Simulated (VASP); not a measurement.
# AlN (F-43m) in VASP: further runs

The runs below take AlN through single point, with PBEsol.

Everything below comes from runs of VASP 6.6.1. Logs are shortened: lines on timing, memory, paths and dates and some standing lists are left out, and cuts for length are marked.

## 1. The cell of the first run

The structure is cubic, space group F-43m (No. 216). Conventional cell: a = 4.368 Å, b = 4.368 Å, c = 4.368 Å, α = 90.00°, β = 90.00°, γ = 90.00°. Within 2.5 Å of Al (site symmetry -43m) lie 4 N at 1.89 Å. N (site symmetry -43m) has 4 Al at 1.89 Å within 2.5 Å.

## 2. Single point, PBEsol

File INCAR:

```
PREC     = Accurate       # precision mode
ENCUT    = 520            # plane-wave cutoff, eV
EDIFF    = 1E-6           # SCF threshold, eV
ISMEAR   = 0              # smearing method
SIGMA    = 0.05           # smearing width, eV
LREAL    = False          # projectors in reciprocal space
LASPH    = True           # aspherical terms in the spheres
NELM     = 60             # most SCF steps
ALGO     = Normal         # electronic algorithm
ISIF     = 2              # what is computed and relaxed
LWAVE    = False          # write WAVECAR
LCHARG   = True           # write CHGCAR
GGA      = PS             # functional
LELF     = True           # ELF
LVHAR    = True         
NBANDS   = 11             # bands
```

File KPOINTS:

```
Automatic mesh
0
Gamma
  10 10 10
```

File POSCAR:

```
AlN
1.0
    0.0000000000      2.1839935596      2.1839935596
    2.1839935596      0.0000000000      2.1839935596
    2.1839935596      2.1839935596      0.0000000000
Al N
1 1
Direct
    0.0000000000      0.0000000000      0.0000000000
    0.7500000000      0.7500000000      0.7500000000
```

Potentials or basis: VASP PAW PBE potentials, release 64 (Al, N).

Started as:

```console
> cat potpaw_PBE.64/Al/POTCAR potpaw_PBE.64/N/POTCAR > POTCAR
> mpirun -np 1 vasp_std > vasp.out
```

OUTCAR:

```text
PREC = Accurate
   ENCUT = 520
   EDIFF = 1E-6
   ISMEAR = 0
   LREAL = False
   LASPH = True
   NELM = 60
   ISIF = 2
   GGA = PS

 ion  position               nearest neighbor table
   1  0.000  0.000  0.000-   2 1.89   2 1.89   2 1.89   2 1.89
   2  0.750  0.750  0.750-   1 1.89   1 1.89   1 1.89   1 1.89

  LATTYP: Found a face centered cubic cell.
 ALAT       =     4.3679871192

  Lattice vectors:

 A1 = (   0.0000000000,   2.1839935596,   2.1839935596)
 A2 = (   2.1839935596,   0.0000000000,   2.1839935596)
 A3 = (   2.1839935596,   2.1839935596,   0.0000000000)

Analysis of symmetry for initial positions (statically):
=====================================================================
 Subroutine PRICEL returns:
 Original cell was already a primitive cell.

 Routine SETGRP: Setting up the symmetry group for a
 face centered cubic supercell.

 Subroutine GETGRP returns: Found 24 space group operations
 (whereof 24 operations were pure point group operations)
 out of a pool of 48 trial point group operations.

The static configuration has the point symmetry T_d .

Analysis of symmetry for dynamics (positions and initial velocities):
=====================================================================
 Subroutine PRICEL returns:
 Original cell was already a primitive cell.

 Routine SETGRP: Setting up the symmetry group for a
 face centered cubic supercell.

 Subroutine GETGRP returns: Found 24 space group operations
 (whereof 24 operations were pure point group operations)
 out of a pool of 48 trial point group operations.

The dynamic configuration has the point symmetry T_d .

 Subroutine INISYM returns: Found 24 space group operations
 (whereof 24 operations are pure point group operations),
 and found     1 'primitive' translations

----------------------------------------------------------------------------------------

                                     Primitive cell

  volume of cell :      20.8345

  direct lattice vectors                    reciprocal lattice vectors
     0.000000000  2.183993560  2.183993560    -0.228938404  0.228938404  0.228938404
     2.183993560  0.000000000  2.183993560     0.228938404 -0.228938404  0.228938404
     2.183993560  2.183993560  0.000000000     0.228938404  0.228938404 -0.228938404

  length of vectors
     3.088633312  3.088633312  3.088633312     0.396532948  0.396532948  0.396532948

  position of ions in fractional coordinates (direct lattice)
     0.000000000  0.000000000  0.000000000
     0.750000000  0.750000000  0.750000000

  ion indices of the primitive-cell ions
   primitive index   ion index
                 1           1
                 2           2

----------------------------------------------------------------------------------------

 KPOINTS: Automatic mesh

Automatic generation of k-mesh.
 Grid dimensions read from file:
 generate k-points for:   10   10   10

 Generating k-lattice:

  Cartesian coordinates                     Fractional coordinates (reciprocal lattice)
    -0.022893840  0.022893840  0.022893840     0.100000000  0.000000000  0.000000000
     0.022893840 -0.022893840  0.022893840     0.000000000  0.100000000  0.000000000
     0.022893840  0.022893840 -0.022893840     0.000000000  0.000000000  0.100000000

  Length of vectors
     0.039653295  0.039653295  0.039653295

  Shift w.r.t. Gamma in fractional coordinates (k-lattice)
     0.000000000  0.000000000  0.000000000

 Subroutine IBZKPT returns following result:
 ===========================================

 Found     47 irreducible k-points:

 Following reciprocal coordinates:
            Coordinates               Weight
  0.000000  0.000000  0.000000      1.000000
  0.100000  0.000000  0.000000      8.000000
  0.200000  0.000000  0.000000      8.000000
  0.300000  0.000000  0.000000      8.000000
  0.400000  0.000000  0.000000      8.000000
  0.500000  0.000000  0.000000      4.000000
[... 16 lines left out ...]
  0.300000  0.300000  0.000000      6.000000
  0.400000  0.300000  0.000000     24.000000
 [... further k-points ...]
   k-points           NKPTS =     47   k-points in BZ     NKDIM =     47   number of bands    NBANDS=     11
   number of dos      NEDOS =    301   number of ions     NIONS =      2
   total plane-waves  NPLWV =  13824
   dimension x,y,z NGX =    24 NGY =   24 NGZ =   24
   dimension x,y,z NGXF=    48 NGYF=   48 NGZF=   48
   ions per type =               1   1
   NGX,Y,Z   is equivalent  to a cutoff of  12.92, 12.92, 12.92 a.u.
   NGXF,Y,Z  is equivalent  to a cutoff of  25.84, 25.84, 25.84 a.u.
 SYSTEM =  unknown system
   PREC   = accura    normal or accurate (medium, high low for compatibility)
   ISTART =      0    job   : 0-new  1-cont  2-samecut
   ICHARG =      2    charge: 1-file 2-atom 10-const
   ISPIN  =      1    spin polarized calculation?
   LNONCOLLINEAR =      F non collinear calculations
   LSORBIT =      F    spin-orbit coupling
   LASPH  =      T    aspherical Exc in radial PAW
   ENCUT  =  520.0 eV  38.22 Ry    6.18 a.u.   5.74  5.74  5.74*2*pi/ulx,y,z
   NELM   =     60;   NELMIN=  2; NELMDL= -5     # of ELM steps
   EDIFF  = 0.1E-05   stopping-criterion for ELM
   LREAL  =      F    real-space projection
   EDIFFG = 0.1E-04   stopping-criterion for IOM
   NSW    =      0    number of steps for IOM
   IBRION =     -1    ionic relax: 0-MD 1-quasi-New 2-CG
   NFREE  =      0    steps in history (QN), initial steepest desc. (CG)
   ISIF   =      2    stress and relaxation
   ISYM   =      2    0-nonsym 1-usesym 2-fastsym
   POTIM  = 0.5000    time-step for ionic-motion
   TEBEG  =    0.0;   TEEND  =   0.0 temperature during run
   PSTRESS=    0.0 pullay stress
   NELECT =       8.0000    total number of electrons
   NUPDOWN=      -1.0000    fix difference up-down
   EMIN   =  10.00;   EMAX   =-10.00  energy-range for DOS
   EFERMI =   0.00;   METHOD = LEGACY
   ISMEAR =     0;   SIGMA  =   0.05  broadening in eV -4-tet -1-fermi 0-gaus
   EFERMI_NEDOS =   21; number of points for ismear=-14 and -15
   IALGO  =     38    algorithm
   IMIX   =      4    mixing-type and parameters
     AMIX     =   0.40;   BMIX     =  1.00
     AMIX_MAG =   1.60;   BMIX_MAG =  1.00
  volume/ion in A,a.u.               =      10.42        70.30
  Fermi-wavevector in a.u.,A,eV,Ry     =   1.189899  2.248583 19.263943  1.415860
  Thomas-Fermi vector in A             =   2.325996
   LORBIT       =      0    0 simple, 1 ext, 2 COOP (PROOUT), +10 PAW based schemes
   GGA     = PS    functional components
   LHFCALC =     F    Hartree Fock is set to
   AEXX    =    0.0000 exact exchange contribution
   IVDW    =     0    specifies the selected vdW correction
   LEPSILON=     F    determine dielectric tensor
   LRPA    =     F    only Hartree local field effects (RPA)
 non-spin polarized calculation
 Gauss-broadening in eV      SIGMA  =   0.05
  energy-cutoff  :      520.00
  volume of cell :       20.83
 maximum number of plane-waves:       571
   NGX = 11   NGY = 11   NGZ = 11

 number of electron       8.0000000 magnetization

 Free energy of the ion-electron system (eV)
  ---------------------------------------------------
  ext. energy  EPLUGINS =         0.00000000
  ---------------------------------------------------
  free energy    TOTEN  =       -15.61072436 eV

  energy without entropy =      -15.61072436  energy(sigma->0) =      -15.61072436

 E-fermi :   6.1451     XC(G=0): -11.1292

 val. band max:        5.8782153813   @ k =   0.0000   0.0000   0.0000
 cond. band min:       9.0650477909   @ k =   0.5000   0.5000   0.0000
 fundamental gap:      3.1868324096
 Fermi energy:         6.1451397260

 k-point     1 :       0.0000    0.0000    0.0000
  band No.  band energies     occupation
      1      -9.0800      2.00000
      2       5.8782      2.00000
      3       5.8782      2.00000
      4       5.8782      2.00000
      5      10.0110      0.00000
      6      18.3469      0.00000
      7      18.3469      0.00000
      8      18.3469      0.00000
      9      23.4655      0.00000
     10      23.4655      0.00000
     11      24.8179      0.00000

 k-point     2 :       0.1000    0.0000    0.0000
  band No.  band energies     occupation
      1      -8.9320      2.00000
      2       5.0579      2.00000
      3       5.8263      2.00000
      4       5.8263      2.00000
      5      10.6749      0.00000
      6      17.9560      0.00000
      7      18.4811      0.00000
      8      18.4811      0.00000
      9      22.1897      0.00000
     10      22.1897      0.00000
     11      24.0089      0.00000

 k-point     3 :       0.2000    0.0000    0.0000
  band No.  band energies     occupation
      1      -8.5102      2.00000
      2       3.4408      2.00000
      3       5.6968      2.00000
      4       5.6968      2.00000
      5      11.7949      0.00000
      6      17.1526      0.00000
      7      18.4057      0.00000
      8      18.4057      0.00000
      9      21.6587      0.00000
     10      21.6587      0.00000
     11      23.1396      0.00000

 k-point     4 :       0.3000    0.0000    0.0000
  band No.  band energies     occupation
      1      -7.8956      2.00000
      2       1.7816      2.00000
      3       5.5486      2.00000
      4       5.5486      2.00000
      5      12.6252      0.00000
      6      16.3923      0.00000
      7      17.7354      0.00000
      8      17.7354      0.00000
      9      22.7232      0.00000
     10      22.7232      0.00000
     11      22.9589      0.00000

 k-point     5 :       0.4000    0.0000    0.0000
  band No.  band energies     occupation
      1      -7.2779      2.00000
      2       0.4824      2.00000
      3       5.4370      2.00000
      4       5.4370      2.00000
      5      13.0434      0.00000
      6      15.8500      0.00000
      7      17.1334      0.00000
      8      17.1334      0.00000
      9      23.3850      0.00000
     10      24.5512      0.00000
     11      24.5512      0.00000
[... 211 lines left out ...]
 k-point    21 :      -0.3000    0.2000    0.0000
  band No.  band energies     occupation
      1      -7.1217      2.00000
      2       1.2335      2.00000
      3       3.6600      2.00000
      4       5.3563      2.00000
      5      13.6656      0.00000
      6      14.8428      0.00000
      7      17.5747      0.00000
      8      18.0805      0.00000
      9      22.1627      0.00000
     10      24.4653      0.00000
     11      27.0437      0.00000

 k-point    22 :      -0.2000    0.2000    0.0000
  band No.  band energies     occupation
      1      -7.6938      2.00000
      2       2.0888      2.00000
      3       4.1681      2.00000
      4       5.6236      2.00000
      5      13.3629      0.00000
      6      15.7284      0.00000
      7      17.1811      0.00000
      8      18.2744      0.00000
      9      20.7390      0.00000
     10      24.1930      0.00000
     11      27.0984      0.00000

 k-point    23 :       0.3000    0.3000    0.0000
  band No.  band energies     occupation
      1      -7.5143      2.00000
      2       2.3384      2.00000
      3       4.6272      2.00000
      4       4.6272      2.00000
      5      11.0993      0.00000
      6      15.4544      0.00000
      7      17.6747      0.00000
      8      20.2824      0.00000
      9      20.2824      0.00000
     10      26.1573      0.00000
     11      29.5397      0.00000

 k-point    24 :       0.4000    0.3000    0.0000
  band No.  band energies     occupation
      1      -7.0424      2.00000
      2       1.6971      2.00000
      3       4.1584      2.00000
      4       4.4626      2.00000
      5      10.6774      0.00000
      6      15.2859      0.00000
      7      18.0521      0.00000
      8      20.3655      0.00000
      9      20.8735      0.00000
     10      27.0755      0.00000
     11      29.3397      0.00000

 [... further k-points ...]

------------------------ aborting loop because EDIFF is reached ----------------------------------------

  FORCE on cell =-STRESS in cart. coord.  units (eV):
  Direction    XX          YY          ZZ          XY          YZ          ZX
  --------------------------------------------------------------------------------------
  -------------------------------------------------------------------------------------
  Total        0.1725352      0.1725352      0.1725352      0.0000000      0.0000000     -0.0000000
  in kB       13.2679620     13.2679620     13.2679620      0.0000000      0.0000000     -0.0000000
  external PRESSURE =      13.2679620 kB  Pullay stress =       0.0000000 kB

 VOLUME and BASIS-vectors are now :
 -----------------------------------------------------------------------------
  energy-cutoff  :      520.00
  volume of cell :       20.83
      direct lattice vectors                 reciprocal lattice vectors
     0.000000000  2.183993560  2.183993560    -0.228938404  0.228938404  0.228938404
     2.183993560  0.000000000  2.183993560     0.228938404 -0.228938404  0.228938404
     2.183993560  2.183993560  0.000000000     0.228938404  0.228938404 -0.228938404

 POSITION                                       TOTAL-FORCE (eV/Angst)
 -----------------------------------------------------------------------------------
      0.00000      0.00000      0.00000        -0.000000     -0.000000     -0.000000
      3.27599      3.27599      3.27599         0.000000      0.000000      0.000000
 -----------------------------------------------------------------------------------
    total drift:                               -0.000000     -0.000000     -0.000000

  FREE ENERGIE OF THE ION-ELECTRON SYSTEM (eV)
  ---------------------------------------------------
  free  energy   TOTEN  =       -15.6107243571 eV

  energy  without entropy=      -15.6107243571  energy(sigma->0) =      -15.61072436
```

Run time: 13 s. Hardware: 1 thread of Intel Xeon Platinum 8375C at 2.90GHz (Ice Lake), shared host; peak memory 0.13 GiB.

What came out:

* Free energy: -15.6107 eV
* Pressure: 1.3 GPa
* Band gap on the k mesh: 3.19 eV, indirect (least direct gap 4.13 eV)

Caveat: the PAW data sets were made with another functional, which shifts forces and pressure a little.

(Part 1 of 2 ends here.)
